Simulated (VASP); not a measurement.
# Ge (P6_3/mmc) in VASP: further runs

Runs on Ge. Level: r2SCAN. Tasks: single point.

Everything below comes from runs of VASP 6.6.1. Logs are shortened: lines on timing, memory, paths and dates and some standing lists are left out, and cuts for length are marked.

### 1 The cell of the first run

It takes space group P6_3/mmc (No. 194, hexagonal). Conventional cell: a = 3.998 Å, b = 3.998 Å, c = 6.593 Å, α = 90.00°, β = 90.00°, γ = 120.00°. Ge (site symmetry 3m) has 4 Ge at 2.45 to 2.47 Å within 3.2 Å.

This isn't the form of Ge at room conditions, which is diamond.

### 2 Single point, r2SCAN

POSCAR

```
Ge
1.0
    3.9976152188      0.0000000000      0.0000000000
   -1.9988076094      3.4620363340      0.0000000000
    0.0000000000      0.0000000000      6.5928195270
Ge
4
Direct
    0.3333333333      0.6666666667      0.0003695992
    0.6666666667      0.3333333333      0.5003695992
    0.3333333333      0.6666666667      0.3746304008
    0.6666666667      0.3333333333      0.8746304008
```

INCAR.step1

```
SYSTEM = Ge
ALGO = Normal ; EDIFF = 1E-4
ENCUT = 520 ; GGA = PE
ISMEAR = -1 ; LASPH = .TRUE.
LCHARG = .FALSE. ; LREAL = .FALSE.
LWAVE = .TRUE. ; NBANDS = 36
NELM = 80 ; PREC = Accurate
SIGMA = 0.02
```

INCAR.step2

```
SYSTEM = Ge
ALGO = Normal ; EDIFF = 1E-6
ENCUT = 520 ; ISIF = 2
ISMEAR = -1 ; ISTART = 1
LASPH = .TRUE. ; LCHARG = .TRUE.
LELF = .TRUE. ; LMIXTAU = .TRUE.
LREAL = .FALSE. ; LVHAR = .TRUE.
LWAVE = .FALSE. ; METAGGA = R2SCAN
NBANDS = 36 ; NELM = 80
PREC = Accurate ; SIGMA = 0.02
```

KPOINTS

```
k-points
0
G
  12 12 4
  0 0 0
```

Potentials or basis: VASP PAW PBE potentials, release 64 (Ge_d).

Launch:

```bash
cat potpaw_PBE.64/Ge_d/POTCAR > POTCAR
cp INCAR.step1 INCAR
mpirun -np 1 vasp_std > vasp.out
cp INCAR.step2 INCAR
mpirun -np 1 vasp_std > vasp.out
```

OUTCAR:

```text
SYSTEM = Ge
   EDIFF = 1E-6
   ENCUT = 520
   ISIF = 2
   ISMEAR = -1
   ISTART = 1
   LASPH = .TRUE.
   LREAL = .FALSE.
   METAGGA = R2SCAN
   NELM = 80
   PREC = Accurate

 ion  position               nearest neighbor table
   1  0.333  0.667  0.000-   4 2.45   4 2.45   4 2.45   3 2.47
   2  0.667  0.333  0.500-   3 2.45   3 2.45   3 2.45   4 2.47
   3  0.333  0.667  0.375-   2 2.45   2 2.45   2 2.45   1 2.47
   4  0.667  0.333  0.875-   1 2.45   1 2.45   1 2.45   2 2.47

  LATTYP: Found a hexagonal cell.
 ALAT       =     3.9976152188
 C/A-ratio  =     1.6491881200

  Lattice vectors:

 A1 = (   3.9976152188,   0.0000000000,   0.0000000000)
 A2 = (  -1.9988076094,   3.4620363340,   0.0000000000)
 A3 = (   0.0000000000,   0.0000000000,   6.5928195270)

Analysis of symmetry for initial positions (statically):
=====================================================================
 Subroutine PRICEL returns:
 Original cell was already a primitive cell.

 Routine SETGRP: Setting up the symmetry group for a
 hexagonal supercell.

 Subroutine GETGRP returns: Found 24 space group operations
 (whereof  6 operations were pure point group operations)
 out of a pool of 24 trial point group operations.

The static configuration has the point symmetry C_3v.
 The point group associated with its full space group is D_6h.

Analysis of symmetry for dynamics (positions and initial velocities):
=====================================================================
 Subroutine PRICEL returns:
 Original cell was already a primitive cell.

 Routine SETGRP: Setting up the symmetry group for a
 hexagonal supercell.

 Subroutine GETGRP returns: Found 24 space group operations
 (whereof  6 operations were pure point group operations)
 out of a pool of 24 trial point group operations.

The dynamic configuration has the point symmetry C_3v.
 The point group associated with its full space group is D_6h.

 Subroutine INISYM returns: Found 24 space group operations
 (whereof  6 operations are pure point group operations),
 and found     1 'primitive' translations

----------------------------------------------------------------------------------------

                                     Primitive cell

  volume of cell :      91.2439

  direct lattice vectors                    reciprocal lattice vectors
     3.997615219  0.000000000  0.000000000     0.250149138  0.144423672  0.000000000
    -1.998807609  3.462036334  0.000000000     0.000000000  0.288847344  0.000000000
     0.000000000  0.000000000  6.592819527     0.000000000  0.000000000  0.151680172

  length of vectors
     3.997615219  3.997615219  6.592819527     0.288847344  0.288847344  0.151680172

  position of ions in fractional coordinates (direct lattice)
     0.333333333  0.666666667  0.000369599
     0.666666667  0.333333333  0.500369599
     0.333333333  0.666666667  0.374630401
     0.666666667  0.333333333  0.874630401

  ion indices of the primitive-cell ions
   primitive index   ion index
                 1           1
                 2           2
                 3           3
                 4           4

----------------------------------------------------------------------------------------

 KPOINTS: k-points

Automatic generation of k-mesh.
 Grid dimensions read from file:
 generate k-points for:   12   12    4

 Generating k-lattice:

  Cartesian coordinates                     Fractional coordinates (reciprocal lattice)
     0.020845761  0.012035306  0.000000000     0.083333333  0.000000000  0.000000000
     0.000000000  0.024070612  0.000000000     0.000000000  0.083333333  0.000000000
     0.000000000  0.000000000  0.037920043     0.000000000  0.000000000  0.250000000

  Length of vectors
     0.024070612  0.024070612  0.037920043

  Shift w.r.t. Gamma in fractional coordinates (k-lattice)
     0.000000000  0.000000000  0.000000000

 Subroutine IBZKPT returns following result:
 ===========================================

 Found     57 irreducible k-points:

 Following reciprocal coordinates:
            Coordinates               Weight
  0.000000  0.000000  0.000000      1.000000
  0.083333  0.000000  0.000000      6.000000
  0.166667 -0.000000  0.000000      6.000000
  0.250000  0.000000  0.000000      6.000000
  0.333333  0.000000  0.000000      6.000000
  0.416667  0.000000  0.000000      6.000000
[... 16 lines left out ...]
  0.250000  0.000000  0.250000     12.000000
  0.333333  0.000000  0.250000     12.000000
 [... further k-points ...]
   k-points           NKPTS =     57   k-points in BZ     NKDIM =     57   number of bands    NBANDS=     36
   number of dos      NEDOS =    301   number of ions     NIONS =      4
   total plane-waves  NPLWV =  45000
   dimension x,y,z NGX =    30 NGY =   30 NGZ =   50
   dimension x,y,z NGXF=    60 NGYF=   60 NGZF=  100
   ions per type =               4
   NGX,Y,Z   is equivalent  to a cutoff of  12.48, 12.48, 12.61 a.u.
   NGXF,Y,Z  is equivalent  to a cutoff of  24.95, 24.95, 25.22 a.u.
 SYSTEM =  Ge
   PREC   = accura    normal or accurate (medium, high low for compatibility)
   ISTART =      1    job   : 0-new  1-cont  2-samecut
   ICHARG =      0    charge: 1-file 2-atom 10-const
   ISPIN  =      1    spin polarized calculation?
   LNONCOLLINEAR =      F non collinear calculations
   LSORBIT =      F    spin-orbit coupling
   LASPH  =      T    aspherical Exc in radial PAW
   ENCUT  =  520.0 eV  38.22 Ry    6.18 a.u.   7.43  7.43 12.26*2*pi/ulx,y,z
   NELM   =     80;   NELMIN=  2; NELMDL=  0     # of ELM steps
   EDIFF  = 0.1E-05   stopping-criterion for ELM
   LREAL  =      F    real-space projection
   EDIFFG = 0.1E-04   stopping-criterion for IOM
   NSW    =      0    number of steps for IOM
   IBRION =     -1    ionic relax: 0-MD 1-quasi-New 2-CG
   NFREE  =      0    steps in history (QN), initial steepest desc. (CG)
   ISIF   =      2    stress and relaxation
   ISYM   =      2    0-nonsym 1-usesym 2-fastsym
   POTIM  = 0.5000    time-step for ionic-motion
   TEBEG  =    0.0;   TEEND  =   0.0 temperature during run
   PSTRESS=    0.0 pullay stress
   NELECT =      56.0000    total number of electrons
   NUPDOWN=      -1.0000    fix difference up-down
   EMIN   =  10.00;   EMAX   =-10.00  energy-range for DOS
   EFERMI =   0.00;   METHOD = LEGACY
   ISMEAR =    -1;   SIGMA  =   0.02  broadening in eV -4-tet -1-fermi 0-gaus
   EFERMI_NEDOS =   21; number of points for ismear=-14 and -15
   IALGO  =     38    algorithm
   IMIX   =      4    mixing-type and parameters
     AMIX     =   0.40;   BMIX     =  1.00
     AMIX_MAG =   1.60;   BMIX_MAG =  1.00
  volume/ion in A,a.u.               =      22.81       153.94
  Fermi-wavevector in a.u.,A,eV,Ry     =   1.391243  2.629068 26.334843  1.935556
  Thomas-Fermi vector in A             =   2.515101
   LORBIT       =      0    0 simple, 1 ext, 2 COOP (PROOUT), +10 PAW based schemes
   METAGGA = R2SCAN    functional components
   LHFCALC =     F    Hartree Fock is set to
   AEXX    =    0.0000 exact exchange contribution
   IVDW    =     0    specifies the selected vdW correction
   LEPSILON=     F    determine dielectric tensor
   LRPA    =     F    only Hartree local field effects (RPA)
 non-spin polarized calculation
  energy-cutoff  :      520.00
  volume of cell :       91.24
 maximum number of plane-waves:      2491
 NGX is ok and might be reduce to    30
   NGX = 15   NGY = 15   NGZ = 25

 number of electron      56.0000047 magnetization

 Free energy of the ion-electron system (eV)
  ---------------------------------------------------
  ext. energy  EPLUGINS =         0.00000000
  ---------------------------------------------------
  free energy    TOTEN  =       -55.41904976 eV

  energy without entropy =      -55.41895414  energy(sigma->0) =      -55.41900195

 E-fermi :   4.9405     XC(G=0): -10.7753

 val. band max:        4.9034060411   @ k =   0.0000   0.0000   0.0000
 cond. band min:       4.9604343559   @ k =   0.0000   0.0000   0.0000
 fundamental gap:      0.0570283148
 Fermi energy:         4.9405288239

 k-point     1 :       0.0000    0.0000    0.0000
  band No.  band energies     occupation
      1     -20.7947      2.00000
      2     -20.7947      2.00000
      3     -20.7562      2.00000
      4     -20.7543      2.00000
      5     -20.7543      2.00000
      6     -20.7425      2.00000
[... 28 lines left out ...]
     35       9.6061      0.00000
     36      11.4845      0.00000

 k-point     2 :       0.0833    0.0000    0.0000
  band No.  band energies     occupation
      1     -20.7998      2.00000
      2     -20.7963      2.00000
      3     -20.7609      2.00000
      4     -20.7570      2.00000
      5     -20.7544      2.00000
      6     -20.7362      2.00000
[... 28 lines left out ...]
     35       9.9333      0.00000
     36      11.7838      0.00000

 k-point     3 :       0.1667   -0.0000    0.0000
  band No.  band energies     occupation
      1     -20.8083      2.00000
      2     -20.7995      2.00000
      3     -20.7699      2.00000
      4     -20.7628      2.00000
      5     -20.7535      2.00000
      6     -20.7264      2.00000
[... 28 lines left out ...]
     35      10.7872      0.00000
     36      10.9928      0.00000
[... 742 lines left out ...]
 k-point    23 :       0.2500    0.0000    0.2500
  band No.  band energies     occupation
      1     -20.8070      2.00000
      2     -20.7983      2.00000
      3     -20.7758      2.00000
      4     -20.7750      2.00000
      5     -20.7555      2.00000
      6     -20.7225      2.00000
[... 28 lines left out ...]
     35      11.4074      0.00000
     36      11.6860      0.00000

 k-point    24 :       0.3333    0.0000    0.2500
  band No.  band energies     occupation
      1     -20.8077      2.00000
      2     -20.8000      2.00000
      3     -20.7831      2.00000
      4     -20.7786      2.00000
      5     -20.7485      2.00000
      6     -20.7168      2.00000
[... 28 lines left out ...]
     35      12.4513      0.00000
     36      12.4868      0.00000

 [... further k-points ...]

------------------------ aborting loop because EDIFF is reached ----------------------------------------

  FORCE on cell =-STRESS in cart. coord.  units (eV):
  Direction    XX          YY          ZZ          XY          YZ          ZX
  --------------------------------------------------------------------------------------
  -------------------------------------------------------------------------------------
  Total       -0.0039979     -0.0039979      0.1191699      0.0000000     -0.0000000      0.0000000
  in kB       -0.0702011     -0.0702011      2.0925388      0.0000000     -0.0000000      0.0000000
  external PRESSURE =       0.6507122 kB  Pullay stress =       0.0000000 kB

 VOLUME and BASIS-vectors are now :
 -----------------------------------------------------------------------------
  energy-cutoff  :      520.00
  volume of cell :       91.24
      direct lattice vectors                 reciprocal lattice vectors
     3.997615219  0.000000000  0.000000000     0.250149138  0.144423672  0.000000000
    -1.998807609  3.462036334  0.000000000     0.000000000  0.288847344  0.000000000
     0.000000000  0.000000000  6.592819527     0.000000000  0.000000000  0.151680172

 POSITION                                       TOTAL-FORCE (eV/Angst)
 -----------------------------------------------------------------------------------
     -0.00000      2.30802      0.00244         0.000000     -0.000000      0.004263
      1.99881      1.15401      3.29885        -0.000000      0.000000      0.004263
     -0.00000      2.30802      2.46987         0.000000     -0.000000     -0.004263
      1.99881      1.15401      5.76628        -0.000000      0.000000     -0.004263
 -----------------------------------------------------------------------------------
    total drift:                               -0.000000      0.000000      0.000299

  FREE ENERGIE OF THE ION-ELECTRON SYSTEM (eV)
  ---------------------------------------------------
  free  energy   TOTEN  =       -55.4190497569 eV

  energy  without entropy=      -55.4189541431  energy(sigma->0) =      -55.41900195
```

Wall time 5 min (1 thread of Intel Xeon 6975P-C (Granite Rapids), shared host); peak memory 0.29 GiB.

Results:

- Free energy: -55.4190 eV
- Pressure: 0.1 GPa
- Largest force: 0.004 eV/Å
- Band gap on the k mesh: 0.06 eV

Forces on the atoms (eV/Å):
```
Ge   0.000  0.000  0.004
Ge   0.000  0.000  0.004
Ge   0.000  0.000 -0.004
Ge   0.000  0.000 -0.004
```

Caveat: semilocal functionals underestimate gaps, and a narrow one can read as zero; the PAW data sets were made with another functional, which shifts forces and pressure a little.

### 3 Single point, r2SCAN (epitaxial xy strain +2.0%)

POSCAR

```
Ge
1.0
    4.0775675231      0.0000000000      0.0000000000
   -2.0387837616      3.5312770607      0.0000000000
    0.0000000000      0.0000000000      6.5506032097
Ge
4
Direct
    0.3333333333      0.6666666667     -0.0012427690
    0.6666666667      0.3333333333      0.4987572310
    0.3333333333      0.6666666667      0.3762427690
    0.6666666667      0.3333333333      0.8762427690
```

INCAR.step1

```
SYSTEM = Ge
  ALGO = Normal
  EDIFF = 1E-4
  ENCUT = 520
  GGA = PE
  ISMEAR = -1
  LASPH = .TRUE.
  LCHARG = .FALSE.
  LREAL = .FALSE.
  LWAVE = .TRUE.
  NBANDS = 36
  NELM = 80
  PREC = Accurate
  SIGMA = 0.02
```

INCAR.step2

```
SYSTEM = Ge
  ALGO = Normal
  EDIFF = 1E-6
  ENCUT = 520
  ISIF = 2
  ISMEAR = -1
  ISTART = 1
  LASPH = .TRUE.
  LCHARG = .TRUE.
  LELF = .TRUE.
  LMIXTAU = .TRUE.
  LREAL = .FALSE.
  LVHAR = .TRUE.
  LWAVE = .FALSE.
  METAGGA = R2SCAN
  NBANDS = 36
  NELM = 80
  PREC = Accurate
  SIGMA = 0.02
```

KPOINTS is that of step 2.

Potentials or basis: VASP PAW PBE potentials, release 64 (Ge_d).

Launch:

```bash
cat potpaw_PBE.64/Ge_d/POTCAR > POTCAR
cp INCAR.step1 INCAR
mpirun -np 1 vasp_std > vasp.out
cp INCAR.step2 INCAR
mpirun -np 1 vasp_std > vasp.out
```

Run time: 4.6 min. Hardware: 1 thread of Intel Xeon 6975P-C (Granite Rapids), shared host; peak memory 0.29 GiB.

Results (log left out):

```yaml
Free_energy: -55.3800 eV
Pressure: -2.1 GPa
Largest_force: 0.010 eV/Å
Band_gap_on_the_k_mesh: zero (bands 28 and 29 overlap by 0.07 eV)
```

Forces on the atoms (eV/Å):
```
Ge   0.000  0.000  0.010
Ge   0.000  0.000  0.010
Ge   0.000  0.000 -0.010
Ge   0.000  0.000 -0.010
```

Stress tensor (GPa, compression positive):
```
-3.30  0.00  0.00
 0.00 -3.30  0.00
 0.00  0.00  0.45
```

Levels at points of the mesh, in eV from the Fermi level:
| k point | band 26 | band 27 | band 28 | band 29 | band 30 | band 31 |
| --- | --- | --- | --- | --- | --- | --- |
| (0.00, 0.00, 0.00) | -0.23 | -0.04 | 0.07 | 0.07 | 0.11 | 2.30 |
| (0.50, 0.00, 0.00) | -3.20 | -2.76 | -1.47 | 0.62 | 1.91 | 3.93 |
| (0.00, 0.00, 0.50) | -0.98 | -0.98 | -0.98 | 0.62 | 0.62 | 3.48 |
| (0.50, 0.00, 0.50) | -2.50 | -2.45 | -2.45 | 0.76 | 0.76 | 2.45 |

Caveat: the cell differs from its parent crystal (epitaxial xy strain +2.0%); semilocal functionals underestimate gaps, and a narrow one can read as zero; the PAW data sets were made with another functional, which shifts forces and pressure a little.

### 4 Single point, r2SCAN (strain +3.0%)

POSCAR

```
Ge
1.0
    4.1175436753      0.0000000000      0.0000000000
   -2.0587718377      3.5658974240      0.0000000000
    0.0000000000      0.0000000000      6.7906041128
Ge
4
Direct
    0.3333333333      0.6666666667      0.0002529868
    0.6666666667      0.3333333333      0.5002529868
    0.3333333333      0.6666666667      0.3747470132
    0.6666666667      0.3333333333      0.8747470132
```

INCAR.step1

```
SYSTEM = Ge
PREC = Accurate ; ENCUT = 520
ISMEAR = -1 ; SIGMA = 0.02
LREAL = .FALSE. ; LASPH = .TRUE.
NELM = 80 ; NBANDS = 36
GGA = PE ; ALGO = Normal
EDIFF = 1E-4 ; LWAVE = .TRUE.
LCHARG = .FALSE.
```

INCAR.step2

```
SYSTEM = Ge
PREC = Accurate ; ENCUT = 520
EDIFF = 1E-6 ; ISMEAR = -1
SIGMA = 0.02 ; LREAL = .FALSE.
LASPH = .TRUE. ; NELM = 80
ALGO = Normal ; ISIF = 2
LWAVE = .FALSE. ; LCHARG = .FALSE.
METAGGA = R2SCAN ; LMIXTAU = .TRUE.
NBANDS = 36 ; ISTART = 1
```

KPOINTS

```
regular mesh
0
G
  12 12 4
  0 0 0
```

Launch:

```bash
cat potpaw_PBE.64/Ge_d/POTCAR > POTCAR
cp INCAR.step1 INCAR
mpirun -np 1 vasp_std > vasp.out
cp INCAR.step2 INCAR
mpirun -np 1 vasp_std > vasp.out
```

Run time: 5 min. Hardware: 1 thread of Intel Xeon 6975P-C (Granite Rapids), shared host; peak memory 0.32 GiB.

It converged, with:

```yaml
Free_energy: -55.2803 eV
Pressure: -5.0 GPa
Band_gap_on_the_k_mesh: 0.15 eV (least direct gap 0.16 eV)
```

Levels at points of the mesh, in eV from the valence-band top:
| k point | band 26 | band 27 | band 28 | band 29 | band 30 | band 31 |
| --- | --- | --- | --- | --- | --- | --- |
| (0.00, 0.00, 0.00) | -0.41 | -0.08 | -0.01 | 0.15 | 0.15 | 2.47 |
| (0.50, 0.00, 0.00) | -2.86 | -2.52 | -1.33 | 0.87 | 1.71 | 3.88 |
| (0.00, 0.00, 0.50) | -0.77 | -0.77 | -0.77 | 0.71 | 0.71 | 3.56 |
| (0.50, 0.00, 0.50) | -2.37 | -2.24 | -2.24 | 0.73 | 0.73 | 2.50 |

Caveat: the cell differs from its parent crystal (strain +3.0%); the cell stands under tension; semilocal functionals underestimate gaps, and a narrow one can read as zero; the PAW data sets were made with another functional, which shifts forces and pressure a little. A k mesh can miss the band edges.

### 5 Overview

```csv
cell,gap on the mesh (eV),pressure (GPa)
"a = 3.998, b = 3.998, c = 6.593 Å, angles 90.0, 90.0, 120.0°, 4 atoms, atomic positions A",0.06,0.1
"a = 4.078, b = 4.078, c = 6.551 Å, angles 90.0, 90.0, 120.0°, 4 atoms, atomic positions B",none,-2.1
"a = 4.118, b = 4.118, c = 6.791 Å, angles 90.0, 90.0, 120.0°, 4 atoms, atomic positions C",0.15,-5.0
```

Alike in all rows: task single point; level r2SCAN; potentials or basis VASP PAW PBE potentials, release 64 (Ge_d); no spin polarisation; k mesh 12 × 12 × 4; cutoff (eV) 520; smearing fermi-dirac 0.02 eV.

Caveats: semilocal functionals underestimate gaps, and a narrow one can read as zero; the PAW data sets were made with another functional, which shifts forces and pressure a little; the cell stands under tension (at least some runs).

Total energies depend on the potentials used, so only differences within one code and one set of settings carry meaning.

The gap in the log of VASP goes by the Fermi energy; the results here count the filled bands.